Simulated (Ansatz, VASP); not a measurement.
One calculation of MoH3, two programs

File INCAR:

```
SYSTEM = MoH3
  PREC = Accurate
  ENCUT = 600
  EDIFF = 1E-6
  ISMEAR = 0
  SIGMA = 0.1
  LREAL = .False.
  LASPH = .True.
  NELM = 80
  ALGO = Normal
  ISIF = 3
  LWAVE = .False.
  LCHARG = .False.
  GGA = PE
  IBRION = 2
  NSW = 100
  EDIFFG = -0.01
```

KPOINTS

```
regular mesh
0
Gamma
  6 6 12
  0 0 0
```

The input POSCAR:

```
MoH3
1.0
    4.7194855777      0.0000000000      0.0000000000
   -2.3597427889      4.0871944031      0.0000000000
    0.0000000000      0.0000000000      2.8379360019
H Mo
6 2
Direct
    0.2844489877      0.0000000000      0.0000000000
    0.0000000000      0.2844489877      0.0000000000
    0.7155510123      0.7155510123      0.0000000000
    0.7155510123      0.0000000000      0.5000000000
    0.0000000000      0.7155510123      0.5000000000
    0.2844489877      0.2844489877      0.5000000000
    0.3333333333      0.6666666667      0.2500000000
    0.6666666667      0.3333333333      0.7500000000
```

Input for Ansatz:

```yaml
crystal:
  lattice:
    - [4.7194855777, 0.0, 0.0]
    - [-2.3597427889, 4.0871944031, 0.0]
    - [0.0, 0.0, 2.8379360019]
  atoms:
    - { symbol: H, position: [0.2844489877, 0.0, 0.0] }
    - { symbol: H, position: [0.0, 0.2844489877, 0.0] }
    - { symbol: H, position: [0.7155510123, 0.7155510123, 0.0] }
    - { symbol: H, position: [0.7155510123, 0.0, 0.5] }
    - { symbol: H, position: [0.0, 0.7155510123, 0.5] }
    - { symbol: H, position: [0.2844489877, 0.2844489877, 0.5] }
    - { symbol: Mo, position: [0.3333333333, 0.6666666667, 0.25] }
    - { symbol: Mo, position: [0.6666666667, 0.3333333333, 0.75] }
basis:
  ecutwfc: 420
kpoints:
  mp_grid: { grid: [6, 6, 12] }
hamiltonian:
  xc: pbe
scf:
  occupations: { method: gaussian, width: 0.1 }
output:
  forces: true
  stress: true
  eigenvalues: true
relax:
  adjacent_minimum: "off"
  f_tol: 0.01
  max_steps: 80
  cell: { stress_tol: 0.05 }
```

Alike in both runs: task relaxation of cell and atoms; functional PBE; k mesh 6 × 6 × 12; occupations gaussian, width 0.1 eV; no spin polarisation.

|  | VASP | Ansatz |
| --- | --- | --- |
| version | VASP 6.6.1 | Ansatz 0.2.0 |
| potentials or method | VASP PAW PBE potentials, release 64 (H, Mo_sv), cutoff 600 eV | scalar-relativistic, plane waves, PAW |
| valence electrons in the cell | 34 | 34 |

Ansatz gave:

| Property | Result |
| --- | --- |
| gap on the k mesh at the Fermi level, each at its own relaxed structure (eV) | none |
| relaxed volume (Å³/atom) | 6.85 |
| relaxed cell length with the largest relative difference (Å) | 4.716 |

Q: Which values does VASP return?

A: gap on the k mesh at the Fermi level, each at its own relaxed structure (eV): none; relaxed volume (Å³/atom): 6.85; relaxed cell length with the largest relative difference (Å): 4.717.

A gap of «none» marks a metal or a gap that the smearing closes.
